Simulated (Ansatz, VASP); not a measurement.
**Two plane-wave programs on W**

```
W
1.0
     0.00000    2.01411    1.86447
     2.01411    0.00000    1.86447
     2.01411    2.01411    0.00000
W
1
Cartesian
  0.0000 0.0000 0.0000
```

Alike in both runs: task single point; functional PBEsol; k mesh 22 × 22 × 22; occupations gaussian, width 0.15 eV; no spin polarisation.

|  | VASP | Ansatz |
| --- | --- | --- |
| version | VASP 6.6.1 | Ansatz 0.2.0 |
| potentials or method | VASP PAW PBE potentials, release 64 (W_sv), cutoff 500 eV | scalar-relativistic, plane waves, PAW |
| valence electrons in the cell | 14 | 14 |

|  | VASP | Ansatz | Ansatz less VASP |
| --- | --- | --- | --- |
| gap on the k mesh at the Fermi level (eV) | none | none | - |
| pressure (GPa) | 19.2 | 18.3 | -0.84 |
| traceless stress, the component that is largest in VASP (GPa) | -15.88 | -15.73 | +0.147 |

VASP's potentials were made for PBE, not for PBEsol, and Ansatz warns of the same on its side. A gap of «none» marks a metal or a gap that the smearing closes.

Neither program's run includes spin-orbit coupling.
